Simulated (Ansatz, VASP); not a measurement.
# BeS in VASP and in Ansatz

Contents of INCAR:

```
SYSTEM = BeS
  PREC = Accurate
  ENCUT = 520
  EDIFF = 1E-7
  ISMEAR = 0
  SIGMA = 0.05
  LREAL = .FALSE.
  LASPH = .TRUE.
  NELM = 100
  ALGO = Normal
  ISIF = 2
  LWAVE = .FALSE.
  LCHARG = .TRUE.
  GGA = PS
  LELF = .TRUE.
  LVHAR = .TRUE.
  NBANDS = 11
```

File KPOINTS:

```
regular mesh
0
G
  10 10 10
  0 0 0
```

POSCAR

```
BeS
1.0
    0.0000000000      2.4052619721      2.3669179020
    2.3669179020      0.0000000000      2.3669179020
    2.3669179020      2.4052619721      0.0000000000
Be S
1 1
Direct
    0.0000000000      0.0000000000      0.0000000000
    0.7500000000      0.7500000000      0.7500000000
```

Input for Ansatz:

```yaml
crystal:
  lattice:
    - [0.0, 2.4052619721, 2.366917902]
    - [2.366917902, 0.0, 2.366917902]
    - [2.366917902, 2.4052619721, 0.0]
  atoms:
    - { symbol: Be, position: [0.0, 0.0, 0.0] }
    - { symbol: S, position: [0.75, 0.75, 0.75] }
basis:
  ecutwfc: 520.0
kpoints:
  mp_grid: { grid: [10, 10, 10] }
hamiltonian:
  xc: pbesol
scf:
  occupations: { method: gaussian, width: 0.05 }
output:
  forces: true
  stress: true
  eigenvalues: true
```

Alike in both runs: task single point; functional PBEsol; k mesh 10 × 10 × 10; occupations gaussian, width 0.05 eV; no spin polarisation.

```csv
,VASP,Ansatz
version,VASP 6.6.1,Ansatz 0.2.0
potentials or method,"VASP PAW PBE potentials, release 64 (Be, S), cutoff 520 eV","scalar-relativistic, plane waves, PAW"
valence electrons in the cell,8,8
```

```tsv
	VASP	Ansatz	Ansatz less VASP
gap on the k mesh at the Fermi level (eV)	2.72	2.71	-0.004
least direct gap on the mesh (eV)	5.54	5.51	-0.029
pressure (GPa)	5.4	5.2	-0.17
traceless stress, the component that is largest in VASP (GPa)	-1.07	-1.08	-0.006
```

VASP's potentials were made for PBE, not for PBEsol. The functional is the same, so the differences come from potentials, cutoffs and numerics.
